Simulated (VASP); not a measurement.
Runs of VASP 6.6.1 on TaC. The structure is that of space group Fm-3m (No. 225), or close to it. The cells are those of the table. 

```tsv
task	level	cell	gap on the mesh (eV)	pressure (GPa)	relaxed volume (Å³/atom)
single point	revPBE+D3(BJ)	a = 3.133 Å, angles 60.0°, 2 atoms	none	0.6	-
relaxation of cell and atoms	PBE+D3(BJ)	relaxed from a = 3.144 Å, angles 60.0°, 2 atoms	none	0.0	11.00
single point	PBE+D3(BJ)	a = 3.143 Å, angles 60.0°, 2 atoms	none	(a)	-
single point	PBE	a = 3.165 Å, angles 60.0°, 2 atoms	none	0.6	-
relaxation of cell and atoms	revPBE+D3(BJ)	relaxed from a = 3.144 Å, angles 60.0°, 2 atoms	none	0.0	10.90
relaxation of cell and atoms	PBE	relaxed from a = 3.144 Å, angles 60.0°, 2 atoms	none	-0.1	11.23
```

Alike in all rows: potentials or basis VASP PAW PBE potentials, release 64 (Ta_pv, C); no spin polarisation; k mesh 13 × 13 × 13; cutoff (eV) 600; smearing fermi-dirac 0.1 eV.

**Question.** Fill in the values left out.

**Answer.** (a) 0.7.

Caveats: spin-orbit coupling is left out, which moves the levels of the heavy elements; an odd number of electrons without spin polarisation forces a metal; a magnetic or distorted state may lie lower; the PAW data sets were made with another functional, which shifts forces and pressure a little (at least some runs).

A k mesh can miss the band edges, and the runs leave out spin-orbit coupling on Ta.

A gap of «none» marks levels without a gap at the run's occupations.
